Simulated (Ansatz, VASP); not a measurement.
**Li2Si3 in VASP and in Ansatz**

File INCAR:

```
SYSTEM = Li2Si3
PREC = Accurate
ENCUT = 600
EDIFF = 1E-6
ISMEAR = 0
SIGMA = 0.1
LREAL = .False.
LASPH = .True.
NELM = 80
ALGO = Fast
ISIF = 3
LWAVE = .False.
LCHARG = .False.
GGA = PE
IBRION = 2
NSW = 100
EDIFFG = -0.015
```

File KPOINTS:

```
Automatic mesh
0
Gamma
  6 6 6
  0 0 0
```

Contents of POSCAR:

```
Li2Si3
1.0
    4.0893226980      0.0209575301      0.1073279149
   -2.0265115956      3.5206715128     -0.0065529696
    0.1327656023      0.0672921582      4.8932025403
Li Si
2 3
Direct
    0.3276472651      0.6829704307      0.1406952821
    0.6579274831      0.3290385165      0.8624067444
   -0.0057254890     -0.0029991509     -0.0031210259
    0.3505443474      0.6750885481      0.6361269158
    0.6696063934      0.3159016556      0.3638920836
```

Input for Ansatz:

```yaml
crystal:
  lattice:
    - [4.089322698, 0.0209575301, 0.1073279149]
    - [-2.0265115956, 3.5206715128, -0.0065529696]
    - [0.1327656023, 0.0672921582, 4.8932025403]
  atoms:
    - { symbol: Li, position: [0.3276472651, 0.6829704307, 0.1406952821] }
    - { symbol: Li, position: [0.6579274831, 0.3290385165, 0.8624067444] }
    - { symbol: Si, position: [-0.005725489, -0.0029991509, -0.0031210259] }
    - { symbol: Si, position: [0.3505443474, 0.6750885481, 0.6361269158] }
    - { symbol: Si, position: [0.6696063934, 0.3159016556, 0.3638920836] }
basis:
  ecutwfc: 420
kpoints:
  mp_grid: { grid: [6, 6, 6] }
hamiltonian:
  xc: pbe
scf:
  occupations: { method: gaussian, width: 0.1 }
output:
  forces: true
  stress: true
  eigenvalues: true
relax:
  adjacent_minimum: "off"
  f_tol: 0.015
  max_steps: 120
  cell: { stress_tol: 0.15 }
```

Change from the starting cell: A-type sesquioxide type (P-3m1, No. 164); cell x1, atoms moved at random (sigma 0.05 Å) and cell strained at random (1.5 %), then relaxed without symmetry.

Alike in both runs: task relaxation of cell and atoms; functional PBE; k mesh 6 × 6 × 6; occupations gaussian, width 0.1 eV; no spin polarisation.

|  | VASP | Ansatz |
| --- | --- | --- |
| version | VASP 6.6.1 | Ansatz 0.2.0 |
| potentials or method | VASP PAW PBE potentials, release 64 (Li_sv, Si), cutoff 600 eV | scalar-relativistic, plane waves, PAW |
| valence electrons in the cell | 18 | 18 |

|  | VASP | Ansatz | Ansatz less VASP |
| --- | --- | --- | --- |
| gap on the k mesh at the Fermi level, each at its own relaxed structure (eV) | none | none | - |
| relaxed volume (Å³/atom) | 14.43 | 14.44 | +0.006 |
| relaxed length of the cell vector where the two differ most in proportion (Å) | 4.088 | 4.109 | +0.0213 |

A gap of «none» marks a metal or a gap that the smearing closes.

Noted on VASP's run: the cutoff is under 1.25 times that of the potentials, so the pressure is a little rough.
